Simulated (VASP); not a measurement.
# ZnAu (Pm-3m) in VASP: a series of runs

ZnAu is run at these levels: r2SCAN; tasks: single point.

Everything below comes from runs of VASP 6.6.1. Logs are shortened: lines on timing, memory, paths and dates and some standing lists are left out, and cuts for length are marked.

## (1) The cell of the first run

Symmetry: Pm-3m, No. 221, cubic system. The conventional cell has a = 3.169 Å, b = 3.169 Å, c = 3.169 Å, α = 90.00°, β = 90.00°, γ = 90.00°. Within 3.6 Å of Zn (site symmetry m-3m) lie 8 Au at 2.74 Å and 6 Zn at 3.17 Å. Au (site symmetry m-3m) has 8 Zn at 2.74 Å and 6 Au at 3.17 Å within 3.6 Å.

## (2) Single point, r2SCAN

Input file POSCAR:

```
ZnAu
1.0
    3.1688410300      0.0000000000      0.0000000000
    0.0000000000      3.1688410300      0.0000000000
    0.0000000000      0.0000000000      3.1688410300
Zn Au
1 1
Direct
    0.5000000000      0.5000000000      0.5000000000
    0.0000000000      0.0000000000      0.0000000000
```

Input file INCAR.step1:

```
SYSTEM = ZnAu
PREC = Accurate
ENCUT = 520
ISMEAR = -1
SIGMA = 0.1
LREAL = .False.
LASPH = .True.
NELM = 100
NBANDS = 18
GGA = PE
ALGO = Normal
EDIFF = 1E-4
LWAVE = .True.
LCHARG = .False.
```

Input file INCAR.step2:

```
SYSTEM = ZnAu
PREC = Accurate
ENCUT = 520
EDIFF = 1E-6
ISMEAR = -1
SIGMA = 0.1
LREAL = .False.
LASPH = .True.
NELM = 100
ALGO = Normal
ISIF = 2
LWAVE = .False.
LCHARG = .False.
METAGGA = R2SCAN
LMIXTAU = .True.
NBANDS = 18
ISTART = 1
```

Input file KPOINTS:

```
Automatic mesh
0
Gamma
  11 11 11
  0 0 0
```

Potentials or basis: VASP PAW PBE potentials, release 64 (Zn, Au).

Started as:

```
> cat potpaw_PBE.64/Zn/POTCAR potpaw_PBE.64/Au/POTCAR > POTCAR
> cp INCAR.step1 INCAR
> mpirun -np 1 vasp_std > vasp.out
> cp INCAR.step2 INCAR
> mpirun -np 1 vasp_std > vasp.out
```

OUTCAR:

```text
SYSTEM = ZnAu
   PREC = Accurate
   ENCUT = 520
   EDIFF = 1E-6
   ISMEAR = -1
   LREAL = .False.
   LASPH = .True.
   NELM = 100
   ISIF = 2
   METAGGA = R2SCAN
   ISTART = 1

 ion  position               nearest neighbor table
   1  0.500  0.500  0.500-   2 2.74   2 2.74   2 2.74   2 2.74   2 2.74   2 2.74   2 2.74   2 2.74

   2  0.000  0.000  0.000-   1 2.74   1 2.74   1 2.74   1 2.74   1 2.74   1 2.74   1 2.74   1 2.74

  LATTYP: Found a simple cubic cell.
 ALAT       =     3.1688410300

  Lattice vectors:

 A1 = (   3.1688410300,   0.0000000000,   0.0000000000)
 A2 = (   0.0000000000,   3.1688410300,   0.0000000000)
 A3 = (   0.0000000000,   0.0000000000,   3.1688410300)

Analysis of symmetry for initial positions (statically):
=====================================================================
 Subroutine PRICEL returns:
 Original cell was already a primitive cell.

 Routine SETGRP: Setting up the symmetry group for a
 simple cubic supercell.

 Subroutine GETGRP returns: Found 48 space group operations
 (whereof 48 operations were pure point group operations)
 out of a pool of 48 trial point group operations.

The static configuration has the point symmetry O_h .

Analysis of symmetry for dynamics (positions and initial velocities):
=====================================================================
 Subroutine PRICEL returns:
 Original cell was already a primitive cell.

 Routine SETGRP: Setting up the symmetry group for a
 simple cubic supercell.

 Subroutine GETGRP returns: Found 48 space group operations
 (whereof 48 operations were pure point group operations)
 out of a pool of 48 trial point group operations.

The dynamic configuration has the point symmetry O_h .

 Subroutine INISYM returns: Found 48 space group operations
 (whereof 48 operations are pure point group operations),
 and found     1 'primitive' translations

----------------------------------------------------------------------------------------

                                     Primitive cell

  volume of cell :      31.8201

  direct lattice vectors                    reciprocal lattice vectors
     3.168841030  0.000000000  0.000000000     0.315572788  0.000000000  0.000000000
     0.000000000  3.168841030  0.000000000     0.000000000  0.315572788  0.000000000
     0.000000000  0.000000000  3.168841030     0.000000000  0.000000000  0.315572788

  length of vectors
     3.168841030  3.168841030  3.168841030     0.315572788  0.315572788  0.315572788

  position of ions in fractional coordinates (direct lattice)
     0.500000000  0.500000000  0.500000000
     0.000000000  0.000000000  0.000000000

  ion indices of the primitive-cell ions
   primitive index   ion index
                 1           1
                 2           2

----------------------------------------------------------------------------------------

 KPOINTS: Automatic mesh

Automatic generation of k-mesh.
 Grid dimensions read from file:
 generate k-points for:   11   11   11

 Generating k-lattice:

  Cartesian coordinates                     Fractional coordinates (reciprocal lattice)
     0.028688435  0.000000000  0.000000000     0.090909091  0.000000000  0.000000000
     0.000000000  0.028688435  0.000000000     0.000000000  0.090909091  0.000000000
     0.000000000  0.000000000  0.028688435     0.000000000  0.000000000  0.090909091

  Length of vectors
     0.028688435  0.028688435  0.028688435

  Shift w.r.t. Gamma in fractional coordinates (k-lattice)
     0.000000000  0.000000000  0.000000000

 Subroutine IBZKPT returns following result:
 ===========================================

 Found     56 irreducible k-points:

 Following reciprocal coordinates:
            Coordinates               Weight
  0.000000  0.000000  0.000000      1.000000
  0.090909  0.000000  0.000000      6.000000
  0.181818  0.000000  0.000000      6.000000
  0.272727  0.000000  0.000000      6.000000
  0.363636  0.000000  0.000000      6.000000
  0.454545  0.000000  0.000000      6.000000
[... 16 lines left out ...]
  0.181818  0.090909  0.090909     24.000000
  0.272727  0.090909  0.090909     24.000000
 [... further k-points ...]
   k-points           NKPTS =     56   k-points in BZ     NKDIM =     56   number of bands    NBANDS=     18
   number of dos      NEDOS =    301   number of ions     NIONS =      2
   total plane-waves  NPLWV =  13824
   dimension x,y,z NGX =    24 NGY =   24 NGZ =   24
   dimension x,y,z NGXF=    48 NGYF=   48 NGZF=   48
   ions per type =               1   1
   NGX,Y,Z   is equivalent  to a cutoff of  12.59, 12.59, 12.59 a.u.
   NGXF,Y,Z  is equivalent  to a cutoff of  25.18, 25.18, 25.18 a.u.
 SYSTEM =  ZnAu
   PREC   = accura    normal or accurate (medium, high low for compatibility)
   ISTART =      1    job   : 0-new  1-cont  2-samecut
   ICHARG =      0    charge: 1-file 2-atom 10-const
   ISPIN  =      1    spin polarized calculation?
   LNONCOLLINEAR =      F non collinear calculations
   LSORBIT =      F    spin-orbit coupling
   LASPH  =      T    aspherical Exc in radial PAW
   ENCUT  =  520.0 eV  38.22 Ry    6.18 a.u.   5.89  5.89  5.89*2*pi/ulx,y,z
   NELM   =    100;   NELMIN=  2; NELMDL=  0     # of ELM steps
   EDIFF  = 0.1E-05   stopping-criterion for ELM
   LREAL  =      F    real-space projection
   EDIFFG = 0.1E-04   stopping-criterion for IOM
   NSW    =      0    number of steps for IOM
   IBRION =     -1    ionic relax: 0-MD 1-quasi-New 2-CG
   NFREE  =      0    steps in history (QN), initial steepest desc. (CG)
   ISIF   =      2    stress and relaxation
   ISYM   =      2    0-nonsym 1-usesym 2-fastsym
   POTIM  = 0.5000    time-step for ionic-motion
   TEBEG  =    0.0;   TEEND  =   0.0 temperature during run
   PSTRESS=    0.0 pullay stress
   NELECT =      23.0000    total number of electrons
   NUPDOWN=      -1.0000    fix difference up-down
   EMIN   =  10.00;   EMAX   =-10.00  energy-range for DOS
   EFERMI =   0.00;   METHOD = LEGACY
   ISMEAR =    -1;   SIGMA  =   0.10  broadening in eV -4-tet -1-fermi 0-gaus
   EFERMI_NEDOS =   21; number of points for ismear=-14 and -15
   IALGO  =     38    algorithm
   IMIX   =      4    mixing-type and parameters
     AMIX     =   0.40;   BMIX     =  1.00
     AMIX_MAG =   1.60;   BMIX_MAG =  1.00
  volume/ion in A,a.u.               =      15.91       107.37
  Fermi-wavevector in a.u.,A,eV,Ry     =   1.469209  2.776403 29.369207  2.158576
  Thomas-Fermi vector in A             =   2.584614
   LORBIT       =      0    0 simple, 1 ext, 2 COOP (PROOUT), +10 PAW based schemes
   METAGGA = R2SCAN    functional components
   LHFCALC =     F    Hartree Fock is set to
   AEXX    =    0.0000 exact exchange contribution
   IVDW    =     0    specifies the selected vdW correction
   LEPSILON=     F    determine dielectric tensor
   LRPA    =     F    only Hartree local field effects (RPA)
 non-spin polarized calculation
  energy-cutoff  :      520.00
  volume of cell :       31.82
 maximum number of plane-waves:       876
 NGX is ok and might be reduce to    24
   NGX = 11   NGY = 11   NGZ = 11

 number of electron      23.0000027 magnetization

 Free energy of the ion-electron system (eV)
  ---------------------------------------------------
  ext. energy  EPLUGINS =         0.00000000
  ---------------------------------------------------
  free energy    TOTEN  =       -59.94107811 eV

  energy without entropy =      -59.92681694  energy(sigma->0) =      -59.93394753

 E-fermi :   6.6938     XC(G=0): -13.2885

 val. band max:        6.5931826652   @ k =   0.3636   0.2727   0.0909
 cond. band min:       6.7197711401   @ k =   0.3636   0.3636   0.0909
 fundamental gap:      0.1265884749
 Fermi energy:         6.6937612842

 k-point     1 :       0.0000    0.0000    0.0000
  band No.  band energies     occupation
      1      -4.0920      2.00000
      2      -1.6759      2.00000
      3      -1.6759      2.00000
      4      -1.0172      2.00000
      5      -1.0172      2.00000
      6      -1.0172      2.00000
[... 10 lines left out ...]
     17      19.1103      0.00000
     18      25.8187      0.00000

 k-point     2 :       0.0909    0.0000    0.0000
  band No.  band energies     occupation
      1      -3.9414      2.00000
      2      -1.6453      2.00000
      3      -1.6340      2.00000
      4      -1.0190      2.00000
      5      -1.0190      2.00000
      6      -1.0056      2.00000
[... 10 lines left out ...]
     17      19.8517      0.00000
     18      25.6265      0.00000

 k-point     3 :       0.1818    0.0000    0.0000
  band No.  band energies     occupation
      1      -3.5009      2.00000
      2      -1.5599      2.00000
      3      -1.5226      2.00000
      4      -1.0229      2.00000
      5      -1.0229      2.00000
      6      -0.9742      2.00000
[... 10 lines left out ...]
     17      22.0257      0.00000
     18      24.9761      0.00000

 k-point     4 :       0.2727    0.0000    0.0000
  band No.  band energies     occupation
      1      -2.8099      2.00000
      2      -1.4399      2.00000
      3      -1.3787      2.00000
      4      -1.0259      2.00000
      5      -1.0259      2.00000
      6      -0.9323      2.00000
[... 375 lines left out ...]
      4      -1.0430      2.00000
      5      -1.0430      2.00000
      6      -0.9563      2.00000
[... 10 lines left out ...]
     17      19.8746      0.00000
     18      24.8019      0.00000

 k-point    23 :       0.1818    0.0909    0.0909
  band No.  band energies     occupation
      1      -3.2216      2.00000
      2      -1.4988      2.00000
      3      -1.4635      2.00000
      4      -1.0655      2.00000
      5      -1.0508      2.00000
      6      -0.9282      2.00000
[... 10 lines left out ...]
     17      21.9687      0.00000
     18      23.0289      0.00000

 k-point    24 :       0.2727    0.0909    0.0909
  band No.  band energies     occupation
      1      -2.5711      2.00000
      2      -1.3982      2.00000
      3      -1.3297      2.00000
      4      -1.0598      2.00000
      5      -1.0576      2.00000
      6      -0.9115      2.00000
[... 10 lines left out ...]
     17      20.7387      0.00000
     18      22.3530      0.00000

 [... further k-points ...]

------------------------ aborting loop because EDIFF is reached ----------------------------------------

  FORCE on cell =-STRESS in cart. coord.  units (eV):
  Direction    XX          YY          ZZ          XY          YZ          ZX
  --------------------------------------------------------------------------------------
  -------------------------------------------------------------------------------------
  Total       -0.4439696     -0.4439696     -0.4439696      0.0000000     -0.0000000     -0.0000000
  in kB      -22.3543716    -22.3543716    -22.3543716      0.0000000     -0.0000000     -0.0000000
  external PRESSURE =     -22.3543716 kB  Pullay stress =       0.0000000 kB

 VOLUME and BASIS-vectors are now :
 -----------------------------------------------------------------------------
  energy-cutoff  :      520.00
  volume of cell :       31.82
      direct lattice vectors                 reciprocal lattice vectors
     3.168841030  0.000000000  0.000000000     0.315572788  0.000000000  0.000000000
     0.000000000  3.168841030  0.000000000     0.000000000  0.315572788  0.000000000
     0.000000000  0.000000000  3.168841030     0.000000000  0.000000000  0.315572788

 POSITION                                       TOTAL-FORCE (eV/Angst)
 -----------------------------------------------------------------------------------
      1.58442      1.58442      1.58442         0.000000      0.000000      0.000000
      0.00000      0.00000      0.00000         0.000000      0.000000      0.000000
 -----------------------------------------------------------------------------------
    total drift:                                0.000000      0.000000     -0.000000

  FREE ENERGIE OF THE ION-ELECTRON SYSTEM (eV)
  ---------------------------------------------------
  free  energy   TOTEN  =       -59.9410781096 eV

  energy  without entropy=      -59.9268169427  energy(sigma->0) =      -59.93394753
```

Run time: 1.9 min. Hardware: 1 thread of Intel Xeon 8259CL, shared host; peak memory 0.17 GiB.

Results:

```yaml
Free_energy: -59.9411 eV
Pressure: -2.2 GPa
Band_gap_on_the_k_mesh: zero (an odd number of electrons rules out a gap without spin polarisation)
```

Caveat: the PAW data sets were made with another functional, which shifts forces and pressure a little; spin-orbit coupling is left out, which moves the levels of the heavy elements.

## (3) Single point, r2SCAN

This run uses another cell than the first one, of 16.22 Å³/atom.

Input file POSCAR:

```
ZnAu
1.0
    3.1894185000      0.0000000000      0.0000000000
    0.0000000000      3.1894185000      0.0000000000
    0.0000000000      0.0000000000      3.1894185000
Zn Au
1 1
Direct
    0.5000000000      0.5000000000      0.5000000000
    0.0000000000      0.0000000000      0.0000000000
```

Input file INCAR.step1:

```
PREC = Accurate
ENCUT = 520
ISMEAR = -1
SIGMA = 0.1
LREAL = False
LASPH = True
NELM = 80
NBANDS = 18
GGA = PE
ALGO = Normal
EDIFF = 1E-4
LWAVE = True
LCHARG = False
```

Input file INCAR.step2:

```
PREC = Accurate
ENCUT = 520
EDIFF = 1E-7
ISMEAR = -1
SIGMA = 0.1
LREAL = False
LASPH = True
NELM = 80
ALGO = Normal
ISIF = 2
LWAVE = False
LCHARG = False
METAGGA = R2SCAN
LMIXTAU = True
NBANDS = 18
ISTART = 1
```

Input file KPOINTS:

```
Automatic mesh
0
Gamma
  11 11 11
```

Potentials or basis: VASP PAW PBE potentials, release 64 (Zn, Au).

Started as:

```
> cat potpaw_PBE.64/Zn/POTCAR potpaw_PBE.64/Au/POTCAR > POTCAR
> cp INCAR.step1 INCAR
> mpirun -np 1 vasp_std > vasp.out
> cp INCAR.step2 INCAR
> mpirun -np 1 vasp_std > vasp.out
```

Run time: 2 min. Hardware: 1 thread of Intel Xeon 8259CL, shared host; peak memory 0.17 GiB.

Results (log left out):

```
Free energy            : -59.9277 eV
Pressure               : -4.5 GPa
Band gap on the k mesh : zero (an odd number of electrons rules out a gap without spin polarisation)
```

Levels at points of the mesh, in eV from the Fermi level:
| k point | band 9 | band 10 | band 11 | band 12 | band 13 | band 14 |
| --- | --- | --- | --- | --- | --- | --- |
| (0.00, 0.00, 0.00) | -3.89 | -3.89 | -3.89 | 5.25 | 5.25 | 5.25 |

Caveat: the cell stands under tension; the PAW data sets were made with another functional, which shifts forces and pressure a little; spin-orbit coupling is left out, which moves the levels of the heavy elements.

[end of part 1 of 2]
